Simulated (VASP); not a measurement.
# TlGa (Fm-3m) in VASP: further runs, part 2 of 2

VASP 6.6.1. The steps go on from the part before.

### Step 4. Single point, PBE

This run uses another cell than the first one: it holds 8 atoms, not 2.

Input file INCAR:

```
ALGO = Normal
EDIFF = 1E-6
ENCUT = 500
GGA = PE
GGA_COMPAT = False
ISIF = 2
ISMEAR = 0
LASPH = True
LCHARG = False
LREAL = False
LWAVE = False
NBANDS = 62
NELM = 120
PREC = Accurate
SIGMA = 0.2
```

Input file KPOINTS:

```
k-points
0
Gamma
  6 4 4
```

Input file POSCAR:

```
TlGa
1.0
    2.9970194379      2.9970194379      0.0000000000
    2.9970194379     -2.9970194379      5.9940388758
    2.9970194379     -2.9970194379     -5.9940388758
Tl Ga
4 4
Direct
    0.5000000000      0.0000000000      0.5000000000
    0.0000000000      0.5000000000      0.5000000000
    0.0000000000      0.0000000000      1.0000000000
    0.5000000000      0.5000000000      1.0000000000
    0.0000000000      0.2500000000      0.7500000000
    0.5000000000      0.7500000000      0.7500000000
    0.5000000000      0.2500000000      0.2500000000
    0.0000000000      0.7500000000      0.2500000000
```

Potentials or basis: VASP PAW PBE potentials, release 64 (Tl_d, Ga_d).

The run is started by

```sh
$ cat potpaw_PBE.64/Tl_d/POTCAR potpaw_PBE.64/Ga_d/POTCAR > POTCAR
$ mpirun -np 1 vasp_std > vasp.out
```

OUTCAR:

```text
EDIFF = 1E-6
   ENCUT = 500
   GGA = PE
   ISIF = 2
   ISMEAR = 0
   LASPH = True
   LREAL = False
   NELM = 120
   PREC = Accurate

 ion  position               nearest neighbor table
   1  0.500  0.000  0.500-   5 3.00   6 3.00   7 3.00   8 3.00   5 3.00   8 3.00
   2  0.000  0.500  0.500-   5 3.00   6 3.00   7 3.00   8 3.00   6 3.00   7 3.00
   3  0.000  0.000  0.000-   5 3.00   6 3.00   7 3.00   8 3.00   6 3.00   7 3.00
[... 1787 lines left out ...]
  Total       -0.2318937     -0.2318937      0.6380168     -0.0246052      0.0000000      0.0000000
  in kB       -1.7252057     -1.7252057      4.7466149     -0.1830539      0.0000000      0.0000000
  external PRESSURE =       0.4320679 kB  Pullay stress =       0.0000000 kB

 VOLUME and BASIS-vectors are now :
 -----------------------------------------------------------------------------
  energy-cutoff  :      500.00
  volume of cell :      215.36
      direct lattice vectors                 reciprocal lattice vectors
     2.997019438  2.997019438  0.000000000     0.166832418  0.166832418  0.000000000
     2.997019438 -2.997019438  5.994038876     0.083416209 -0.083416209  0.083416209
     2.997019438 -2.997019438 -5.994038876     0.083416209 -0.083416209 -0.083416209

 POSITION                                       TOTAL-FORCE (eV/Angst)
 -----------------------------------------------------------------------------------
      2.99702      0.00000     -2.99702         0.000000      0.000000     -0.000000
      2.99702     -2.99702      0.00000        -0.000000     -0.000000     -0.000000
      0.00000      0.00000      0.00000        -0.000000     -0.000000      0.000000
      2.99702      0.00000      2.99702        -0.000000     -0.000000     -0.000000
      2.99702     -2.99702     -2.99702        -0.000000      0.000000      0.000000
      5.99404     -2.99702      0.00000         0.000000     -0.000000      0.000000
      2.99702      0.00000      0.00000         0.000000      0.000000      0.000000
      2.99702     -2.99702      2.99702         0.000000      0.000000      0.000000
 -----------------------------------------------------------------------------------
    total drift:                               -0.000000      0.000000      0.000000

  FREE ENERGIE OF THE ION-ELECTRON SYSTEM (eV)
  ---------------------------------------------------
  free  energy   TOTEN  =       -19.0739438062 eV

  energy  without entropy=      -19.0112929731  energy(sigma->0) =      -19.04261839
```

OSZICAR:

```text
N       E                     dE             d eps       ncg     rms          rms(c)
DAV:   1     0.110969526777E+04    0.11097E+04   -0.47357E+04  3936   0.234E+03
DAV:   2     0.151345240772E+03   -0.95835E+03   -0.91663E+03  3616   0.697E+02
DAV:   3    -0.972482827645E+01   -0.16107E+03   -0.15717E+03  3788   0.204E+02
DAV:   4    -0.189967052440E+02   -0.92719E+01   -0.91301E+01  3878   0.493E+01
DAV:   5    -0.192626814072E+02   -0.26598E+00   -0.26557E+00  4736   0.905E+00    0.542E+00
DAV:   6    -0.190942678122E+02    0.16841E+00   -0.51290E-01  3926   0.396E+00    0.381E+00
DAV:   7    -0.190755670113E+02    0.18701E-01   -0.17068E-01  3968   0.202E+00    0.137E+00
DAV:   8    -0.190738506426E+02    0.17164E-02   -0.17225E-02  3710   0.730E-01    0.968E-02
DAV:   9    -0.190739159650E+02   -0.65322E-04   -0.80775E-04  5482   0.161E-01    0.288E-02
DAV:  10    -0.190739435829E+02   -0.27618E-04   -0.71907E-05  4150   0.473E-02    0.107E-02
DAV:  11    -0.190739438062E+02   -0.22329E-06   -0.99819E-06  3588   0.224E-02
   1 F= -.19073944E+02 E0= -.19042618E+02  d E =-.626508E-01
```

It took 2.3 min on 1 thread of Intel Xeon 6975P-C (Granite Rapids), shared host; peak memory 0.45 GiB.

What came out:

```yaml
Free_energy: -19.0739 eV
Pressure: 0.0 GPa
Band_gap_on_the_k_mesh: zero (band 52 reaches 6.97 eV, above the bottom of band 53 at 3.71 eV)
```

Caveat: spin-orbit coupling is left out, which moves the levels of the heavy elements.

### Step 5. Single point, PBE

This run uses another cell than the first one, of 27.68 Å³/atom, 1.028 times its volume.

Input file INCAR:

```
ALGO = Normal
EDIFF = 1E-6
ENCUT = 500
GGA = PE
GGA_COMPAT = F
ISIF = 2
ISMEAR = 0
LASPH = T
LCHARG = F
LREAL = F
LWAVE = F
NBANDS = 20
NELM = 120
PREC = Accurate
SIGMA = 0.1
```

Input file KPOINTS:

```
k-points
0
Gamma
  6 6 6
```

Input file POSCAR:

```
TlGa
1.0
    0.0000000000      3.0248848800      3.0248848800
    3.0248848800      0.0000000000      3.0248848800
    3.0248848800      3.0248848800      0.0000000000
Tl Ga
1 1
Direct
    0.0000000000      0.0000000000      0.0000000000
    0.5000000000      0.5000000000      0.5000000000
```

The run is started by

```sh
$ cat potpaw_PBE.64/Tl_d/POTCAR potpaw_PBE.64/Ga_d/POTCAR > POTCAR
$ mpirun -np 1 vasp_std > vasp.out
```

Wall time 24 s (1 thread of Intel Xeon 8259CL, shared host); peak memory 0.18 GiB.

It converged, with:

```
Free energy            : -4.7327 eV
Pressure               : -0.8 GPa
Band gap on the k mesh : zero (band 13 reaches 7.75 eV, above the bottom of band 14 at 3.26 eV)
```

Levels at points of the mesh, in eV from the Fermi level:
```csv
k point,band 9,band 10,band 11,band 12,band 13,band 14,band 15,band 16
"(0.00, 0.00, 0.00)",-11.37,-11.37,-9.60,0.61,2.03,2.03,2.03,7.49
"(0.50, 0.00, 0.00)",-11.31,-11.31,-6.64,-6.25,3.08,3.08,3.37,3.37
"(0.50, 0.50, 0.00)",-11.27,-11.27,-6.21,-3.16,-2.83,-0.48,-0.48,4.58
```

Caveat: spin-orbit coupling is left out, which moves the levels of the heavy elements.

### Step 6. Overview

```csv
task,cell,k mesh,smearing,gap on the mesh (eV),pressure (GPa)
single point,"a = 4.238 Å, angles 60.0°, 2 atoms",16 × 16 × 16,gaussian 0.1 eV,none,0.0
relaxation of cell and atoms,"relaxed from a = 4.278 Å, angles 60.0°, 2 atoms",16 × 16 × 16,gaussian 0.1 eV,none,0.0
single point,"a = 4.238, b = 7.341, c = 7.341 Å, angles 109.5, 90.0, 90.0°, 8 atoms",6 × 4 × 4,gaussian 0.2 eV,none,0.0
single point,"a = 4.278 Å, angles 60.0°, 2 atoms",6 × 6 × 6,gaussian 0.1 eV,none,-0.8
```

Alike in all rows: level PBE; potentials or basis VASP PAW PBE potentials, release 64 (Tl_d, Ga_d); no spin polarisation; cutoff (eV) 500.

Caveats: spin-orbit coupling is left out, which moves the levels of the heavy elements.

Absolute energies hang on the potentials; compare differences alone.
